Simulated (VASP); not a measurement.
Here is a VASP 6.6.1 calculation.

File INCAR:

```
PREC = Accurate
ENCUT = 520
EDIFF = 1E-6
ISMEAR = 1
SIGMA = 0.025
LREAL = F
LASPH = T
NELM = 80
ALGO = Normal
ISIF = 2
LWAVE = F
LCHARG = F
GGA = PS
IVDW = 12
NBANDS = 10
```

Contents of KPOINTS:

```
Automatic mesh
0
Gamma
  8 8 4
```

POSCAR

```
Li
1.0
    3.1110000000      0.0000000000      0.0000000000
   -1.5555000000      2.6942100000      0.0000000000
    0.0000000000      0.0000000000      5.0930000000
Li
2
Direct
    0.3333333333      0.6666666667      0.2500000000
    0.6666666667      0.3333333333      0.7500000000
```

Potentials or basis: VASP PAW PBE potentials, release 64 (Li_sv).

The run is started by

```console
$ cat potpaw_PBE.64/Li_sv/POTCAR > POTCAR
$ mpirun -np 1 vasp_std > vasp.out
```

(1) Predict the dispersion energy per atom.

(2) Predict the band gap on the k mesh.

## Answers

(1) -0.141 eV.

(2) zero (band 3 reaches 2.09 eV, above the bottom of band 4 at -1.91 eV).

Caveat: three body term missing.
